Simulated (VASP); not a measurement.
# C (R3m) in VASP: further runs, part 2 of 2

VASP 6.6.1.

## 3. Single point, LDA (the distance across one plane changed)

Input file INCAR:

```
SYSTEM = C
  PREC = Accurate
  ENCUT = 520
  EDIFF = 1E-6
  ISMEAR = 0
  SIGMA = 0.05
  LREAL = .FALSE.
  LASPH = .TRUE.
  NELM = 80
  ALGO = Normal
  ISIF = 2
  LWAVE = .FALSE.
  LCHARG = .FALSE.
  NBANDS = 31
  ISYM = 0
```

Input file KPOINTS:

```
Automatic mesh
0
G
  10 10 3
  0 0 0
```

Input file POSCAR:

```
C
1.0
   -2.4912907516      0.0000000000      0.0000000000
   -1.2456453758     -2.1575210791      0.0000000000
    1.2456453758      0.7191736930     16.2538776052
C
10
Direct
   -0.0580977428     -0.0580977428      0.4251067717
    0.9105883263      0.9105883263      0.3311649790
   -0.0051832623     -0.0051832623      0.5838502131
    0.8576738459      0.8576738459      0.1724215377
    0.1491989903      0.1491989903      0.0469969709
    0.8263391545      0.8263391545      0.0784174636
    0.2857789140      0.2857789140      0.4567367419
    0.5667116696      0.5667116696      0.2995350089
    0.3176102658      0.3176102658      0.5522307973
    0.5348803178      0.5348803178      0.2040409534
```

Potentials or basis: VASP PAW LDA potentials, release 64 (C).

Launch:

```
$ cat potpaw_LDA.64/C/POTCAR > POTCAR
$ mpirun -np 1 vasp_std > vasp.out
```

OUTCAR:

```text
SYSTEM = C
   PREC = Accurate
   ENCUT = 520
   EDIFF = 1E-6
   ISMEAR = 0
   LREAL = .FALSE.
   LASPH = .TRUE.
   NELM = 80
   ISIF = 2
   ISYM = 0

 ion  position               nearest neighbor table
   1  0.942  0.942  0.425-   2 1.53   7 1.53   7 1.53   7 1.53
   2  0.911  0.911  0.331-   1 1.53   8 1.53   8 1.53   8 1.53
   3  0.995  0.995  0.584-   9 1.53   9 1.53   9 1.53
   4  0.858  0.858  0.172-  10 1.53  10 1.53  10 1.53   6 1.53
   5  0.149  0.149  0.047-   6 1.53   6 1.53   6 1.53
[... 1020 lines left out ...]
  Total       -0.8772498     -0.8771737     -0.7636169     -0.0000660     -0.0000546     -0.0000945
  in kB      -16.0878277    -16.0864318    -14.0039209     -0.0012110     -0.0010018     -0.0017333
  external PRESSURE =     -15.3927268 kB  Pullay stress =       0.0000000 kB

 VOLUME and BASIS-vectors are now :
 -----------------------------------------------------------------------------
  energy-cutoff  :      520.00
  volume of cell :       87.36
      direct lattice vectors                 reciprocal lattice vectors
    -2.491290752  0.000000000  0.000000000    -0.401398351  0.231747446  0.020507927
    -1.245645376 -2.157521079  0.000000000     0.000000000 -0.463494892  0.020507927
     1.245645376  0.719173693 16.253877605     0.000000000  0.000000000  0.061523781

 POSITION                                       TOTAL-FORCE (eV/Angst)
 -----------------------------------------------------------------------------------
     -2.99030     -1.72645      6.90963         0.000005      0.000003      0.524828
     -2.99030     -1.72645      5.38272        -0.000009     -0.000005     -0.305539
     -2.99030     -1.72645      9.48983         0.000032      0.000019     -3.512354
     -2.99030     -1.72645      2.80252        -0.000024     -0.000014      0.933374
     -0.49901     -0.28810      0.76388         0.000014      0.000008      3.975636
     -2.99030     -1.72645      1.27459        -0.000003     -0.000002     -4.750706
     -0.49901     -0.28810      7.42374        -0.000014     -0.000008     -1.102145
     -1.74465     -1.00727      4.86861         0.000023      0.000013      0.306461
     -0.49901     -0.28810      8.97589         0.000007      0.000004      4.372667
     -1.74465     -1.00727      3.31646        -0.000030     -0.000017     -0.442223
 -----------------------------------------------------------------------------------
    total drift:                                0.000012      0.000007     -0.001291

  FREE ENERGIE OF THE ION-ELECTRON SYSTEM (eV)
  ---------------------------------------------------
  free  energy   TOTEN  =       -95.7112490146 eV

  energy  without entropy=      -95.6892834347  energy(sigma->0) =      -95.70026622
```

OSZICAR:

```text
N       E                     dE             d eps       ncg     rms          rms(c)
DAV:   1     0.146197602818E+03    0.14620E+03   -0.20604E+04  9424   0.120E+03
DAV:   2    -0.871860962431E+02   -0.23338E+03   -0.22543E+03 12249   0.262E+02
DAV:   3    -0.995908863779E+02   -0.12405E+02   -0.12225E+02 12080   0.573E+01
[... 20 lines left out ...]
DAV:  24    -0.957112501511E+02   -0.60882E-05   -0.26835E-05 10027   0.101E-02    0.247E-02
DAV:  25    -0.957112490255E+02    0.11256E-05   -0.28941E-05  8702   0.882E-03    0.108E-02
DAV:  26    -0.957112510983E+02   -0.20728E-05   -0.54970E-06  8788   0.458E-03    0.256E-02
DAV:  27    -0.957112490017E+02    0.20966E-05   -0.66322E-06  8251   0.382E-03    0.818E-03
DAV:  28    -0.957112490146E+02   -0.12840E-07   -0.31038E-06  7713   0.253E-03
   1 F= -.95711249E+02 E0= -.95700266E+02  d E =-.219656E-01
```

It took 11 min on 1 thread of Intel Xeon Platinum 8488C (Sapphire Rapids), shared host; peak memory 0.36 GiB.

Results:

```yaml
Free_energy: -95.7112 eV
Pressure: -1.5 GPa
Largest_force: 4.751 eV/Å
Band_gap_on_the_k_mesh: zero (bands 20 and 21 overlap by 0.12 eV)
```

Forces on the atoms (eV/Å):
```
C    0.000  0.000  0.525
C    0.000  0.000 -0.306
C    0.000  0.000 -3.512
C    0.000  0.000  0.933
C    0.000  0.000  3.976
C    0.000  0.000 -4.751
C    0.000  0.000 -1.102
C    0.000  0.000  0.306
C    0.000  0.000  4.373
C    0.000  0.000 -0.442
```

Caveat: the cell differs from its parent crystal (the distance across one plane changed); forces of over 1 eV/Å act on the atoms, so gaps and moduli don't describe the material at rest.

## 4. Single point, LDA (the distance across one plane changed)

Input file INCAR:

```
SYSTEM = C
ALGO = Normal
EDIFF = 1E-6
ENCUT = 520
ISIF = 2
ISMEAR = 0
ISYM = 0
LASPH = .True.
LCHARG = .False.
LREAL = .False.
LWAVE = .False.
NBANDS = 31
NELM = 60
PREC = Accurate
SIGMA = 0.05
```

Input file KPOINTS:

```
k-points
0
Gamma
  10 10 3
  0 0 0
```

Input file POSCAR:

```
C
1.0
   -2.4912907516      0.0000000000      0.0000000000
   -1.2456453758     -2.1575210791      0.0000000000
    1.2456453758      0.7191736930     10.7538776052
C
10
Direct
    0.0143749451      0.0143749451      0.6425248353
    0.9670457101      0.9670457101      0.5005371303
    0.0943521887      0.0943521887      0.8824565661
    0.8870684665      0.8870684665      0.2606053995
    0.1572110875      0.1572110875      0.0710332626
    0.8397078533      0.8397078533      0.1185235598
    0.3636439152      0.3636439152      0.6903317457
    0.6177767400      0.6177767400      0.4527302199
    0.4117552027      0.4117552027      0.8346656080
    0.5696654525      0.5696654525      0.3083963576
```

Launch:

```
$ cat potpaw_LDA.64/C/POTCAR > POTCAR
$ mpirun -np 1 vasp_std > vasp.out
```

Wall time 3.4 min (1 thread of Intel Xeon Platinum 8488C (Sapphire Rapids), shared host); peak memory 0.27 GiB.

The run converged. Its results:

```
Free energy            : -99.7318 eV
Pressure               : -8.1 GPa
Largest force          : 2.301 eV/Å
Band gap on the k mesh : 3.15 eV (least direct gap 3.36 eV)
```

Forces in eV/Å, atoms in the order of the input:
```
C    0.000  0.000  0.071
C    0.000  0.000 -0.023
C    0.000  0.000  1.763
C    0.000  0.000  0.233
C    0.000  0.000 -1.711
C    0.000  0.000 -2.301
C    0.000  0.000 -0.227
C    0.000  0.000  0.014
C    0.000  0.000  2.232
C    0.000  0.000 -0.053
```

Stress tensor (GPa, compression positive):
```
 -0.09   0.00   0.00
  0.00  -0.09   0.00
  0.00   0.00 -24.23
```

Levels at points of the mesh, in eV from the valence-band top:
```tsv
k point	band 16	band 17	band 18	band 19	band 20	band 21	band 22	band 23	band 24	band 25
(0.00, 0.00, 0.00)	-0.86	-0.86	-0.11	-0.11	0.00	3.36	5.63	5.63	6.73	6.73
(0.50, 0.00, 0.00)	-4.68	-4.62	-4.05	-3.17	-2.79	3.21	4.85	5.37	6.29	6.49
(0.00, 0.50, 0.00)	-4.68	-4.62	-4.05	-3.17	-2.79	3.21	4.85	5.37	6.29	6.49
(0.50, 0.50, 0.00)	-4.94	-4.40	-3.70	-3.34	-3.02	3.16	4.80	5.52	6.19	6.71
```

Caveat: the cell differs from its parent crystal (the distance across one plane changed); the stress differs along the axes, from -24 to -0 GPa; forces of over 1 eV/Å act on the atoms, so gaps and moduli don't describe the material at rest. A k mesh can miss the band edges.

## 5. The runs side by side

| cell | gap on the mesh (eV) | pressure (GPa) | largest force (eV/Å) |
| --- | --- | --- | --- |
| a = 2.491, b = 2.491, c = 10.602 Å, angles 96.7, 96.7, 60.0°, 10 atoms | 4.30 | -5.7 | 2.13 |
| a = 2.491, b = 2.491, c = 16.317 Å, angles 94.4, 94.4, 60.0°, 10 atoms | none | -1.5 | 4.75 |
| a = 2.491, b = 2.491, c = 10.850 Å, angles 96.6, 96.6, 60.0°, 10 atoms | 3.15 | -8.1 | 2.30 |

Alike in all rows: task single point; level LDA; potentials or basis VASP PAW LDA potentials, release 64 (C); no spin polarisation; k mesh 10 × 10 × 3; cutoff (eV) 520; smearing gaussian 0.05 eV.

Caveats: forces of over 1 eV/Å act on the atoms, so gaps and moduli don't describe the material at rest; the stress differs along the axes, from -18 to 1 GPa (at least some runs); the stress differs along the axes, from -24 to -0 GPa (at least some runs).

Absolute energies hang on the potentials; compare differences alone.
